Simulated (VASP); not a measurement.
Write the native input for VASP 6.6.1 that does the following.

```
Task                   : single point
Functional             : PBE
Potentials or basis    : VASP PAW PBE potentials, release 64 (Be, Si, Br)
Cutoff                 : 520 eV
k mesh                 : 8 × 4 × 2
Occupations            : gaussian, width 0.2 eV
Spin                   : no spin polarisation
Dipole correction      : no
Further INCAR settings : ALGO = Normal; EDIFF = 1e-06; NBANDS = 27
```

The structure of BeSi2Br lies in POSCAR:

```
BeSi2Br
1.0
    1.3992411858     -2.4235568259      0.0000000000
   -4.1977235575     -2.4235568259      0.0000000000
    0.0000000000      0.0000000000    -10.3924953411
Be Si Br
2 4 2
Direct
    1.0000000000      1.0000000000      0.5000000000
    0.5000000000      0.5000000000      0.5000000000
    0.5000000000      0.5000000000      0.2831865039
    0.0000000000      0.0000000000      0.2831865039
    1.0000000000      1.0000000000      0.7168134961
    0.5000000000      0.5000000000      0.7168134961
    1.0000000000      1.0000000000      0.0000000000
    0.5000000000      0.5000000000      0.0000000000
```

These files were run (other wordings do the same):

INCAR

```
SYSTEM = BeSi2Br
PREC     = Accurate       ! precision mode
ENCUT    = 520            ! plane-wave cutoff, eV
EDIFF    = 1E-6           ! SCF threshold, eV
ISMEAR   = 0              ! smearing method
SIGMA    = 0.2            ! smearing width, eV
LREAL    = .FALSE.        ! projectors in reciprocal space
LASPH    = .TRUE.         ! aspherical terms in the spheres
NELM     = 80             ! most SCF steps
ALGO     = Normal         ! electronic algorithm
ISIF     = 2              ! what is computed and relaxed
LWAVE    = .FALSE.        ! write WAVECAR
LCHARG   = .FALSE.        ! write CHGCAR
GGA      = PE             ! functional
NBANDS   = 27             ! bands
```

KPOINTS

```
regular mesh
0
G
  8 4 2
  0 0 0
```

Potentials or basis: VASP PAW PBE potentials, release 64 (Be, Si, Br).

Run with:

```bash
$ cat potpaw_PBE.64/Be/POTCAR potpaw_PBE.64/Si/POTCAR potpaw_PBE.64/Br/POTCAR > POTCAR
$ mpirun -np 1 vasp_std > vasp.out
```

It gave:

* Pressure: 0.0 GPa
* Largest force: 0.087 eV/Å
* Band gap on the k mesh: zero (bands 17 and 18 overlap by 3.52 eV)

Run time: 51 s on 1 thread of Intel(R) Xeon(R) 6975P-C (Granite Rapids), with other jobs on the host, peak memory 0.3 GiB.
